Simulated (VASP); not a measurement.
# C in VASP: single point with PBE+D3(BJ)

Aim: the single point of C with PBE+D3(BJ).

Everything below comes from runs of VASP 6.6.1. Logs are shortened: lines on timing, memory, paths and dates and some standing lists are left out, and cuts for length are marked.

**1. The cell of the first run**

The cell holds a slab with vacuum, 4 atoms: a = 2.466 Å, b = 2.466 Å, c = 17.500 Å, α = 90.00°, β = 90.00°, γ = 120.00°.

**2. Single point, PBE+D3(BJ)**

INCAR reads:

```
PREC = Accurate
ENCUT = 520
EDIFF = 1E-7
ISMEAR = 0
SIGMA = 0.1
LREAL = F
LASPH = T
NELM = 100
ALGO = Normal
ISIF = 2
LWAVE = F
LCHARG = F
LDIPOL = T
IDIPOL = 3
DIPOL = 0.5 0.5 0.352
GGA = PE
IVDW = 12
NBANDS = 16
```

KPOINTS reads:

```
Automatic mesh
0
Gamma
  15 15 1
```

POSCAR reads:

```
C
1.0
    2.4657189577      0.0000000000      0.0000000000
   -1.2328594788      2.1353752560      0.0000000000
    0.0000000000      0.0000000000     17.5000000000
C
4
Direct
    0.3333333333      0.6666666667      0.2571428571
    0.6666666667      0.3333333333      0.2571428571
    0.6666666667      1.3333333333      0.4462857143
    0.3333333333      1.6666666667      0.4462857143
```

Potentials or basis: VASP PAW PBE potentials, release 64 (C).

Started as:

```
> cat potpaw_PBE.64/C/POTCAR > POTCAR
> mpirun -np 1 vasp_std > vasp.out
```

OUTCAR:

```text
PREC = Accurate
   ENCUT = 520
   EDIFF = 1E-7
   ISMEAR = 0
   LREAL = F
   LASPH = T
   NELM = 100
   ISIF = 2
   GGA = PE
   IVDW = 12
 IVDW          = 12

 ion  position               nearest neighbor table
   1  0.333  0.667  0.257-   2 1.42   2 1.42   2 1.42
   2  0.667  0.333  0.257-   1 1.42   1 1.42   1 1.42
   3  0.667  0.333  0.446-   4 1.42   4 1.42   4 1.42
   4  0.333  0.667  0.446-   3 1.42   3 1.42   3 1.42

  LATTYP: Found a hexagonal cell.
 ALAT       =     2.4657189577
 C/A-ratio  =     7.0973214305

  Lattice vectors:

 A1 = (   2.4657189577,   0.0000000000,   0.0000000000)
 A2 = (  -1.2328594788,   2.1353752560,   0.0000000000)
 A3 = (   0.0000000000,   0.0000000000,  17.5000000000)

Analysis of symmetry for initial positions (statically):
=====================================================================
 Subroutine PRICEL returns:
 Original cell was already a primitive cell.

 Routine SETGRP: Setting up the symmetry group for a
 hexagonal supercell.

 Subroutine GETGRP returns: Found 24 space group operations
 (whereof 12 operations were pure point group operations)
 out of a pool of 24 trial point group operations.

The static configuration has the point symmetry C_6v.
 The point group associated with its full space group is D_6h.

Analysis of symmetry for dynamics (positions and initial velocities):
=====================================================================
 Subroutine PRICEL returns:
 Original cell was already a primitive cell.

 Routine SETGRP: Setting up the symmetry group for a
 hexagonal supercell.

 Subroutine GETGRP returns: Found 24 space group operations
 (whereof 12 operations were pure point group operations)
 out of a pool of 24 trial point group operations.

The dynamic configuration has the point symmetry C_6v.
 The point group associated with its full space group is D_6h.

 Subroutine INISYM returns: Found 24 space group operations
 (whereof 12 operations are pure point group operations),
 and found     1 'primitive' translations

----------------------------------------------------------------------------------------

                                     Primitive cell

  volume of cell :      92.1416

  direct lattice vectors                    reciprocal lattice vectors
     2.465718958  0.000000000  0.000000000     0.405561225  0.234150882  0.000000000
    -1.232859479  2.135375256  0.000000000     0.000000000  0.468301764  0.000000000
     0.000000000  0.000000000 17.500000000     0.000000000  0.000000000  0.057142857

  length of vectors
     2.465718958  2.465718958 17.500000000     0.468301764  0.468301764  0.057142857

  position of ions in fractional coordinates (direct lattice)
     0.333333333  0.666666667  0.257142857
     0.666666667  0.333333333  0.257142857
     0.666666667  0.333333333  0.446285714
     0.333333333  0.666666667  0.446285714

  ion indices of the primitive-cell ions
   primitive index   ion index
                 1           1
                 2           2
                 3           3
                 4           4

----------------------------------------------------------------------------------------

 KPOINTS: Automatic mesh

Automatic generation of k-mesh.
 Grid dimensions read from file:
 generate k-points for:   15   15    1

 Generating k-lattice:

  Cartesian coordinates                     Fractional coordinates (reciprocal lattice)
     0.027037415  0.015610059  0.000000000     0.066666667  0.000000000  0.000000000
     0.000000000  0.031220118  0.000000000     0.000000000  0.066666667  0.000000000
     0.000000000  0.000000000  0.057142857     0.000000000  0.000000000  1.000000000

  Length of vectors
     0.031220118  0.031220118  0.057142857

  Shift w.r.t. Gamma in fractional coordinates (k-lattice)
     0.000000000  0.000000000  0.000000000

 Subroutine IBZKPT returns following result:
 ===========================================

 Found     27 irreducible k-points:

 Following reciprocal coordinates:
            Coordinates               Weight
  0.000000  0.000000  0.000000      1.000000
  0.066667  0.000000  0.000000      6.000000
  0.133333  0.000000  0.000000      6.000000
  0.200000  0.000000  0.000000      6.000000
  0.266667  0.000000  0.000000      6.000000
  0.333333  0.000000  0.000000      6.000000
[... 16 lines left out ...]
  0.333333  0.200000  0.000000     12.000000
  0.400000  0.200000  0.000000      6.000000
 [... further k-points ...]
   k-points           NKPTS =     27   k-points in BZ     NKDIM =     27   number of bands    NBANDS=     16
   number of dos      NEDOS =    301   number of ions     NIONS =      4
   total plane-waves  NPLWV =  45360
   dimension x,y,z NGX =    18 NGY =   18 NGZ =  140
   dimension x,y,z NGXF=    36 NGYF=   36 NGZF=  280
   ions per type =               4
   NGX,Y,Z   is equivalent  to a cutoff of  12.14, 12.14, 13.30 a.u.
   NGXF,Y,Z  is equivalent  to a cutoff of  24.27, 24.27, 26.60 a.u.
 SYSTEM =  unknown system
   PREC   = accura    normal or accurate (medium, high low for compatibility)
   ISTART =      0    job   : 0-new  1-cont  2-samecut
   ICHARG =      2    charge: 1-file 2-atom 10-const
   ISPIN  =      1    spin polarized calculation?
   LNONCOLLINEAR =      F non collinear calculations
   LSORBIT =      F    spin-orbit coupling
   LASPH  =      T    aspherical Exc in radial PAW
   ENCUT  =  520.0 eV  38.22 Ry    6.18 a.u.   4.58  4.58 32.54*2*pi/ulx,y,z
   NELM   =    100;   NELMIN=  2; NELMDL= -5     # of ELM steps
   EDIFF  = 0.1E-06   stopping-criterion for ELM
   LREAL  =      F    real-space projection
   EDIFFG = 0.1E-05   stopping-criterion for IOM
   NSW    =      0    number of steps for IOM
   IBRION =     -1    ionic relax: 0-MD 1-quasi-New 2-CG
   NFREE  =      0    steps in history (QN), initial steepest desc. (CG)
   ISIF   =      2    stress and relaxation
   ISYM   =      2    0-nonsym 1-usesym 2-fastsym
   POTIM  = 0.5000    time-step for ionic-motion
   TEBEG  =    0.0;   TEEND  =   0.0 temperature during run
   PSTRESS=    0.0 pullay stress
   NELECT =      16.0000    total number of electrons
   NUPDOWN=      -1.0000    fix difference up-down
   EMIN   =  10.00;   EMAX   =-10.00  energy-range for DOS
   EFERMI =   0.00;   METHOD = LEGACY
   ISMEAR =     0;   SIGMA  =   0.10  broadening in eV -4-tet -1-fermi 0-gaus
   EFERMI_NEDOS =   21; number of points for ismear=-14 and -15
   IALGO  =     38    algorithm
   IMIX   =      4    mixing-type and parameters
     AMIX     =   0.40;   BMIX     =  1.00
     AMIX_MAG =   1.60;   BMIX_MAG =  1.00
  volume/ion in A,a.u.               =      23.04       155.45
  Fermi-wavevector in a.u.,A,eV,Ry     =   0.913334  1.725951 11.349690  0.834179
  Thomas-Fermi vector in A             =   2.037833
   LORBIT       =      0    0 simple, 1 ext, 2 COOP (PROOUT), +10 PAW based schemes
   GGA     = PE    functional components
   LHFCALC =     F    Hartree Fock is set to
   AEXX    =    0.0000 exact exchange contribution
   IVDW    =    12    specifies the selected vdW correction
   LEPSILON=     F    determine dielectric tensor
   LRPA    =     F    only Hartree local field effects (RPA)
 non-spin polarized calculation
 Gauss-broadening in eV      SIGMA  =   0.10
  energy-cutoff  :      520.00
  volume of cell :       92.14
 maximum number of plane-waves:      2521
   NGX =  9   NGY =  9   NGZ = 65

 dipolmoment           0.000000      0.000000      0.000217 electrons x Angstroem

 number of electron      15.9999998 magnetization

 dipolmoment           0.000000      0.000000     -0.000000 electrons x Angstroem

 Free energy of the ion-electron system (eV)
  ---------------------------------------------------
  ext. energy  EPLUGINS =         0.00000000
  ---------------------------------------------------
  free energy    TOTEN  =       -36.84124655 eV

  energy without entropy =      -36.84124655  energy(sigma->0) =      -36.84124655

 E-fermi :  -0.8372     XC(G=0):  -4.4213

 val. band max:       -1.2030590366   @ k =   0.3333   0.3333   0.0000
 cond. band min:      -0.4712963544   @ k =   0.3333   0.3333   0.0000
 fundamental gap:      0.7317626822
 Fermi energy:        -0.8371994198

 k-point     1 :       0.0000    0.0000    0.0000
  band No.  band energies     occupation
      1     -20.4422      2.00000
      2     -20.2733      2.00000
      3      -8.9680      2.00000
      4      -7.9173      2.00000
      5      -3.8813      2.00000
      6      -3.8813      2.00000
[... 8 lines left out ...]
     15       7.4505      0.00000
     16       7.5091      0.00000

 k-point     2 :       0.0667    0.0000    0.0000
  band No.  band energies     occupation
      1     -20.3366      2.00000
      2     -20.1687      2.00000
      3      -8.8410      2.00000
      4      -7.7939      2.00000
      5      -4.3081      2.00000
      6      -4.2825      2.00000
[... 8 lines left out ...]
     15       7.5630      0.00000
     16       7.9020      0.00000

 k-point     3 :       0.1333    0.0000    0.0000
  band No.  band energies     occupation
      1     -20.0205      2.00000
      2     -19.8557      2.00000
      3      -8.4620      2.00000
      4      -7.4261      2.00000
      5      -5.4417      2.00000
      6      -5.4051      2.00000
[... 8 lines left out ...]
     15       7.5918      0.00000
     16       8.9461      0.00000
[... 362 lines left out ...]
 k-point    23 :       0.3333    0.2000    0.0000
  band No.  band energies     occupation
      1     -15.4945      2.00000
      2     -15.3701      2.00000
      3     -12.5271      2.00000
      4     -12.4321      2.00000
      5      -9.5733      2.00000
      6      -9.5111      2.00000
[... 8 lines left out ...]
     15      10.2049      0.00000
     16      11.0347      0.00000

 k-point    24 :       0.4000    0.2000    0.0000
  band No.  band energies     occupation
      1     -14.5652      2.00000
      2     -14.4457      2.00000
      3     -13.5660      2.00000
      4     -13.4653      2.00000
      5      -9.7064      2.00000
      6      -9.6435      2.00000
[... 8 lines left out ...]
     15      11.0191      0.00000
     16      11.3117      0.00000

 [... further k-points ...]

------------------------ aborting loop because EDIFF is reached ----------------------------------------

 vacuum level on the upper side and lower side of the slab       (xc-potential included)        -0.054        -0.054

 Edisp (eV)   -0.48386

 E8    (eV) :    -0.1448

  FORCE on cell =-STRESS in cart. coord.  units (eV):
  Direction    XX          YY          ZZ          XY          YZ          ZX
  --------------------------------------------------------------------------------------
  -------------------------------------------------------------------------------------
  Total       0.03844     0.03844     0.39912     0.00000     0.00000    -0.00000
  in kB       0.66846     0.66846     6.93996     0.00000     0.00000    -0.00000
  external pressure =        2.76 kB  Pullay stress =        0.00 kB

 VOLUME and BASIS-vectors are now :
 -----------------------------------------------------------------------------
  energy-cutoff  :      520.00
  volume of cell :       92.14
      direct lattice vectors                 reciprocal lattice vectors
     2.465718958  0.000000000  0.000000000     0.405561225  0.234150882  0.000000000
    -1.232859479  2.135375256  0.000000000     0.000000000  0.468301764  0.000000000
     0.000000000  0.000000000 17.500000000     0.000000000  0.000000000  0.057142857

 POSITION                                       TOTAL-FORCE (eV/Angst)
 -----------------------------------------------------------------------------------
     -0.00000      1.42358      4.50000        -0.000000     -0.000000     -0.064172
      1.23286      0.71179      4.50000         0.000000      0.000000     -0.064172
      1.23286      0.71179      7.81000         0.000000      0.000000      0.064172
     -0.00000      1.42358      7.81000         0.000000      0.000000      0.064172
 -----------------------------------------------------------------------------------
    total drift:                               -0.000000     -0.000000     -0.000004

  FREE ENERGIE OF THE ION-ELECTRON SYSTEM (eV)
  ---------------------------------------------------
  free  energy   TOTEN  =       -37.3251097273 eV

  energy  without entropy=      -37.3251097243  energy(sigma->0) =      -37.32510973

 vacuum level on the upper side and lower side of the slab         3.401         3.401
```

Run time: 37 s. Hardware: 1 thread of Intel Xeon Platinum 8375C at 2.90GHz (Ice Lake), shared host; peak memory 0.21 GiB.

Results:

| Property | Result |
| --- | --- |
| Free energy | -37.3251 eV |
| Largest force | 0.064 eV/Å |
| Band gap on the k mesh | 0.73 eV, direct |
| Dispersion energy per atom | -0.121 eV |

Forces in eV/Å, atoms in the order of the input:
```
C    0.000  0.000 -0.064
C    0.000  0.000 -0.064
C    0.000  0.000  0.064
C    0.000  0.000  0.064
```
